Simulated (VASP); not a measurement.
# LiCl (I4/mmm) in VASP: notebook

LiCl is run at these levels: r2SCAN; tasks: single point.

All numbers are computed with VASP 6.6.1; they aren't measurements. Logs are shortened: lines on timing, memory, paths and dates and some standing lists are left out, and cuts for length are marked.

### Step 1. The cell of the first run

It takes space group I4/mmm (No. 139, tetragonal). The conventional cell has a = 3.627 Å, b = 3.627 Å, c = 4.976 Å, α = 90.00°, β = 90.00°, γ = 90.00°. Within 3.3 Å of Li (site symmetry 4/mmm) lie 6 Cl at 2.49 to 2.56 Å. Within 3.3 Å of Cl (site symmetry 4/mmm) lie 6 Li at 2.49 to 2.56 Å.

### Step 2. Single point, r2SCAN (strain +0.000 along x and y, -0.030 along z)

POSCAR reads:

```
LiCl
1.0
    0.0000000000      2.5647600000      2.4878172000
    2.5647600000      0.0000000000      2.4878172000
    2.5647600000      2.5647600000      0.0000000000
Li Cl
1 1
Direct
    0.0000000000      0.0000000000      0.0000000000
    0.5000000000      0.5000000000      0.5000000000
```

INCAR.step1 reads:

```
SYSTEM = LiCl
PREC = Accurate ; ENCUT = 520
ISMEAR = 0 ; SIGMA = 0.05
LREAL = .False. ; LASPH = .True.
NELM = 80 ; NBANDS = 12
GGA = PE ; ALGO = Normal
EDIFF = 1E-4 ; LWAVE = .True.
LCHARG = .False.
```

INCAR.step2 reads:

```
SYSTEM = LiCl
PREC = Accurate ; ENCUT = 520
EDIFF = 1E-6 ; ISMEAR = 0
SIGMA = 0.05 ; LREAL = .False.
LASPH = .True. ; NELM = 80
ALGO = Normal ; ISIF = 2
LWAVE = .False. ; LCHARG = .False.
METAGGA = R2SCAN ; LMIXTAU = .True.
NBANDS = 12 ; ISTART = 1
```

KPOINTS reads:

```
Automatic mesh
0
Gamma
  8 8 8
  0 0 0
```

Potentials or basis: VASP PAW PBE potentials, release 64 (Li_sv, Cl).

On the command line:

```sh
$ cat potpaw_PBE.64/Li_sv/POTCAR potpaw_PBE.64/Cl/POTCAR > POTCAR
$ cp INCAR.step1 INCAR
$ mpirun -np 1 vasp_std > vasp.out
$ cp INCAR.step2 INCAR
$ mpirun -np 1 vasp_std > vasp.out
```

OUTCAR:

```text
SYSTEM = LiCl
   PREC = Accurate
   ENCUT = 520
   EDIFF = 1E-6
   ISMEAR = 0
   LREAL = .False.
   LASPH = .True.
   NELM = 80
   ISIF = 2
   METAGGA = R2SCAN
   ISTART = 1

 ion  position               nearest neighbor table
   1  0.000  0.000  0.000-   2 2.49   2 2.49   2 2.56   2 2.56   2 2.56   2 2.56
   2  0.500  0.500  0.500-   1 2.49   1 2.49   1 2.56   1 2.56   1 2.56   1 2.56

  LATTYP: Found a body centered tetragonal cell.
 ALAT       =     3.6271183762
 C/A-ratio  =     1.3717871555

  Lattice vectors:

 A1 = (   0.0000000000,  -2.5647600000,  -2.4878172000)
 A2 = (   0.0000000000,   2.5647600000,  -2.4878172000)
 A3 = (   2.5647600000,   0.0000000000,   2.4878172000)

Analysis of symmetry for initial positions (statically):
=====================================================================
 Subroutine PRICEL returns:
 Original cell was already a primitive cell.

 Routine SETGRP: Setting up the symmetry group for a
 body centered tetragonal supercell.

 Subroutine GETGRP returns: Found 16 space group operations
 (whereof 16 operations were pure point group operations)
 out of a pool of 16 trial point group operations.

The static configuration has the point symmetry D_4h.

Analysis of symmetry for dynamics (positions and initial velocities):
=====================================================================
 Subroutine PRICEL returns:
 Original cell was already a primitive cell.

 Routine SETGRP: Setting up the symmetry group for a
 body centered tetragonal supercell.

 Subroutine GETGRP returns: Found 16 space group operations
 (whereof 16 operations were pure point group operations)
 out of a pool of 16 trial point group operations.

The dynamic configuration has the point symmetry D_4h.

 Subroutine INISYM returns: Found 16 space group operations
 (whereof 16 operations are pure point group operations),
 and found     1 'primitive' translations

----------------------------------------------------------------------------------------

                                     Primitive cell

  volume of cell :      32.7297

  direct lattice vectors                    reciprocal lattice vectors
     0.000000000  2.564760000  2.487817200    -0.194950015  0.194950015  0.200979397
     2.564760000  0.000000000  2.487817200     0.194950015 -0.194950015  0.200979397
     2.564760000  2.564760000  0.000000000     0.194950015  0.194950015 -0.200979397

  length of vectors
     3.573125841  3.573125841  3.627118376     0.341179915  0.341179915  0.341179915

  position of ions in fractional coordinates (direct lattice)
     0.000000000  0.000000000  0.000000000
     0.500000000  0.500000000  0.500000000

  ion indices of the primitive-cell ions
   primitive index   ion index
                 1           1
                 2           2

----------------------------------------------------------------------------------------

 KPOINTS: Automatic mesh

Automatic generation of k-mesh.
 Grid dimensions read from file:
 generate k-points for:    8    8    8

 Generating k-lattice:

  Cartesian coordinates                     Fractional coordinates (reciprocal lattice)
    -0.024368752  0.024368752  0.025122425     0.125000000  0.000000000  0.000000000
     0.024368752 -0.024368752  0.025122425     0.000000000  0.125000000  0.000000000
     0.024368752  0.024368752 -0.025122425     0.000000000  0.000000000  0.125000000

  Length of vectors
     0.042647489  0.042647489  0.042647489

  Shift w.r.t. Gamma in fractional coordinates (k-lattice)
     0.000000000  0.000000000  0.000000000

 Subroutine IBZKPT returns following result:
 ===========================================

 Found     59 irreducible k-points:

 Following reciprocal coordinates:
            Coordinates               Weight
  0.000000  0.000000  0.000000      1.000000
  0.125000 -0.000000  0.000000      8.000000
  0.250000 -0.000000  0.000000      8.000000
  0.375000 -0.000000  0.000000      8.000000
  0.500000 -0.000000  0.000000      4.000000
  0.125000  0.125000  0.000000      2.000000
[... 16 lines left out ...]
  0.250000 -0.000000  0.125000     16.000000
  0.375000 -0.000000  0.125000     16.000000
 [... further k-points ...]
   k-points           NKPTS =     59   k-points in BZ     NKDIM =     59   number of bands    NBANDS=     12
   number of dos      NEDOS =    301   number of ions     NIONS =      2
   total plane-waves  NPLWV =  21952
   dimension x,y,z NGX =    28 NGY =   28 NGZ =   28
   dimension x,y,z NGXF=    56 NGYF=   56 NGZF=   56
   ions per type =               1   1
   NGX,Y,Z   is equivalent  to a cutoff of  13.03, 13.03, 12.83 a.u.
   NGXF,Y,Z  is equivalent  to a cutoff of  26.05, 26.05, 25.67 a.u.
 SYSTEM =  LiCl
   PREC   = accura    normal or accurate (medium, high low for compatibility)
   ISTART =      1    job   : 0-new  1-cont  2-samecut
   ICHARG =      0    charge: 1-file 2-atom 10-const
   ISPIN  =      1    spin polarized calculation?
   LNONCOLLINEAR =      F non collinear calculations
   LSORBIT =      F    spin-orbit coupling
   LASPH  =      T    aspherical Exc in radial PAW
   ENCUT  =  520.0 eV  38.22 Ry    6.18 a.u.   6.64  6.64  6.74*2*pi/ulx,y,z
   NELM   =     80;   NELMIN=  2; NELMDL=  0     # of ELM steps
   EDIFF  = 0.1E-05   stopping-criterion for ELM
   LREAL  =      F    real-space projection
   EDIFFG = 0.1E-04   stopping-criterion for IOM
   NSW    =      0    number of steps for IOM
   IBRION =     -1    ionic relax: 0-MD 1-quasi-New 2-CG
   NFREE  =      0    steps in history (QN), initial steepest desc. (CG)
   ISIF   =      2    stress and relaxation
   ISYM   =      2    0-nonsym 1-usesym 2-fastsym
   POTIM  = 0.5000    time-step for ionic-motion
   TEBEG  =    0.0;   TEEND  =   0.0 temperature during run
   PSTRESS=    0.0 pullay stress
   NELECT =      10.0000    total number of electrons
   NUPDOWN=      -1.0000    fix difference up-down
   EMIN   =  10.00;   EMAX   =-10.00  energy-range for DOS
   EFERMI =   0.00;   METHOD = LEGACY
   ISMEAR =     0;   SIGMA  =   0.05  broadening in eV -4-tet -1-fermi 0-gaus
   EFERMI_NEDOS =   21; number of points for ismear=-14 and -15
   IALGO  =     38    algorithm
   IMIX   =      4    mixing-type and parameters
     AMIX     =   0.40;   BMIX     =  1.00
     AMIX_MAG =   1.60;   BMIX_MAG =  1.00
  volume/ion in A,a.u.               =      16.36       110.44
  Fermi-wavevector in a.u.,A,eV,Ry     =   1.102624  2.083658 16.541693  1.215780
  Thomas-Fermi vector in A             =   2.239070
   LORBIT       =      0    0 simple, 1 ext, 2 COOP (PROOUT), +10 PAW based schemes
   METAGGA = R2SCAN    functional components
   LHFCALC =     F    Hartree Fock is set to
   AEXX    =    0.0000 exact exchange contribution
   IVDW    =     0    specifies the selected vdW correction
   LEPSILON=     F    determine dielectric tensor
   LRPA    =     F    only Hartree local field effects (RPA)
 non-spin polarized calculation
 Gauss-broadening in eV      SIGMA  =   0.05
  energy-cutoff  :      520.00
  volume of cell :       32.73
 maximum number of plane-waves:       896
   NGX = 13   NGY = 13   NGZ = 13

 number of electron       9.9999999 magnetization

 Free energy of the ion-electron system (eV)
  ---------------------------------------------------
  ext. energy  EPLUGINS =         0.00000000
  ---------------------------------------------------
  free energy    TOTEN  =       -12.58541432 eV

  energy without entropy =      -12.58541432  energy(sigma->0) =      -12.58541432

 E-fermi :   0.7337     XC(G=0):  -9.3030

 val. band max:        0.4526061053   @ k =   0.0000   0.0000   0.0000
 cond. band min:       7.9194583981   @ k =   0.0000   0.0000   0.0000
 fundamental gap:      7.4668522928
 Fermi energy:         0.7336556625

 k-point     1 :       0.0000    0.0000    0.0000
  band No.  band energies     occupation
      1     -44.3476      2.00000
      2     -13.6727      2.00000
      3       0.3585      2.00000
      4       0.4526      2.00000
      5       0.4526      2.00000
      6       7.9195      0.00000
      7      13.0256      0.00000
      8      13.0257      0.00000
      9      13.2936      0.00000
     10      15.6421      0.00000
     11      16.1235      0.00000
     12      16.2539      0.00000

 k-point     2 :       0.1250   -0.0000    0.0000
  band No.  band energies     occupation
      1     -44.3472      2.00000
      2     -13.5903      2.00000
      3      -0.1240      2.00000
      4       0.3595      2.00000
      5       0.3952      2.00000
      6       8.3671      0.00000
      7      12.3859      0.00000
      8      12.9587      0.00000
      9      13.2468      0.00000
     10      14.3751      0.00000
     11      14.5984      0.00000
     12      16.9070      0.00000

 k-point     3 :       0.2500   -0.0000    0.0000
  band No.  band energies     occupation
      1     -44.3460      2.00000
      2     -13.3798      2.00000
      3      -1.2273      2.00000
      4       0.2642      2.00000
      5       0.2774      2.00000
      6       8.6433      0.00000
      7      11.8364      0.00000
      8      12.1642      0.00000
      9      12.4697      0.00000
     10      15.2752      0.00000
     11      15.2827      0.00000
     12      17.4992      0.00000

 k-point     4 :       0.3750   -0.0000    0.0000
  band No.  band energies     occupation
      1     -44.3449      2.00000
      2     -13.1504      2.00000
      3      -2.1775      2.00000
      4       0.1423      2.00000
      5       0.2037      2.00000
      6       8.2153      0.00000
      7      10.9318      0.00000
      8      11.2270      0.00000
      9      13.9683      0.00000
     10      17.0574      0.00000
     11      17.2176      0.00000
     12      18.1779      0.00000

 k-point     5 :       0.5000   -0.0000    0.0000
  band No.  band energies     occupation
      1     -44.3445      2.00000
      2     -13.0489      2.00000
      3      -2.5443      2.00000
      4       0.0942      2.00000
      5       0.1751      2.00000
      6       7.9898      0.00000
      7      10.6184      0.00000
      8      10.8956      0.00000
      9      14.9698      0.00000
     10      18.4208      0.00000
     11      18.7483      0.00000
     12      18.7886      0.00000
[... 228 lines left out ...]
      1     -44.3433      2.00000
      2     -12.7362      2.00000
      3      -2.6528      2.00000
      4      -0.8273      2.00000
      5      -0.8273      2.00000
      6       9.2041      0.00000
      7       9.2312      0.00000
      8      14.5929      0.00000
      9      15.9440      0.00000
     10      15.9446      0.00000
     11      18.3910      0.00000
     12      20.0253      0.00000

 k-point    22 :       0.1250    0.0000    0.1250
  band No.  band energies     occupation
      1     -44.3470      2.00000
      2     -13.5635      2.00000
      3      -0.0386      2.00000
      4       0.1589      2.00000
      5       0.2771      2.00000
      6       8.6252      0.00000
      7      12.0602      0.00000
      8      12.8109      0.00000
      9      13.3735      0.00000
     10      13.4038      0.00000
     11      16.2594      0.00000
     12      17.1926      0.00000

 k-point    23 :       0.2500   -0.0000    0.1250
  band No.  band energies     occupation
      1     -44.3462      2.00000
      2     -13.3940      2.00000
      3      -0.9093      2.00000
      4       0.0386      2.00000
      5       0.1339      2.00000
      6       9.2622      0.00000
      7      11.4616      0.00000
      8      11.6719      0.00000
      9      13.1210      0.00000
     10      14.2390      0.00000
     11      16.2592      0.00000
     12      18.0889      0.00000

 k-point    24 :       0.3750   -0.0000    0.1250
  band No.  band energies     occupation
      1     -44.3451      2.00000
      2     -13.1654      2.00000
      3      -1.8722      2.00000
      4      -0.0929      2.00000
      5      -0.0275      2.00000
      6       9.0132      0.00000
      7      10.7998      0.00000
      8      12.0969      0.00000
      9      12.6272      0.00000
     10      15.8780      0.00000
     11      17.6925      0.00000
     12      18.7964      0.00000

 [... further k-points ...]

------------------------ aborting loop because EDIFF is reached ----------------------------------------

  FORCE on cell =-STRESS in cart. coord.  units (eV):
  Direction    XX          YY          ZZ          XY          YZ          ZX
  --------------------------------------------------------------------------------------
  -------------------------------------------------------------------------------------
  Total       -0.0339842     -0.0339842      0.2494397      0.0000000      0.0000000      0.0000000
  in kB       -1.6635880     -1.6635880     12.2105241      0.0000000      0.0000000      0.0000000
  external PRESSURE =       2.9611160 kB  Pullay stress =       0.0000000 kB

 VOLUME and BASIS-vectors are now :
 -----------------------------------------------------------------------------
  energy-cutoff  :      520.00
  volume of cell :       32.73
      direct lattice vectors                 reciprocal lattice vectors
     0.000000000  2.564760000  2.487817200    -0.194950015  0.194950015  0.200979397
     2.564760000  0.000000000  2.487817200     0.194950015 -0.194950015  0.200979397
     2.564760000  2.564760000  0.000000000     0.194950015  0.194950015 -0.200979397

 POSITION                                       TOTAL-FORCE (eV/Angst)
 -----------------------------------------------------------------------------------
      0.00000      0.00000      0.00000        -0.000000      0.000000      0.000000
      2.56476      2.56476      2.48782         0.000000     -0.000000      0.000000
 -----------------------------------------------------------------------------------
    total drift:                                0.000000      0.000000      0.000000

  FREE ENERGIE OF THE ION-ELECTRON SYSTEM (eV)
  ---------------------------------------------------
  free  energy   TOTEN  =       -12.5854143151 eV

  energy  without entropy=      -12.5854143151  energy(sigma->0) =      -12.58541432
```

Run time: 84 s. Hardware: 1 thread of AMD EPYC 7R13 (Zen 3), shared host; peak memory 0.13 GiB.

What came out:

| Quantity | Value |
| --- | --- |
| Free energy | -12.5854 eV |
| Band gap on the k mesh | 7.47 eV |

Caveat: the cell differs from its parent crystal (strain +0.000 along x and y, -0.030 along z); the cutoff is under 1.25 times the usual one of these potentials, so pressure, stress and relaxed cells hold a basis-set (Pulay) error; the PAW data sets were made with another functional, which shifts forces and pressure a little. A k mesh can miss the band edges.

(Continued in part 2 of 2.)
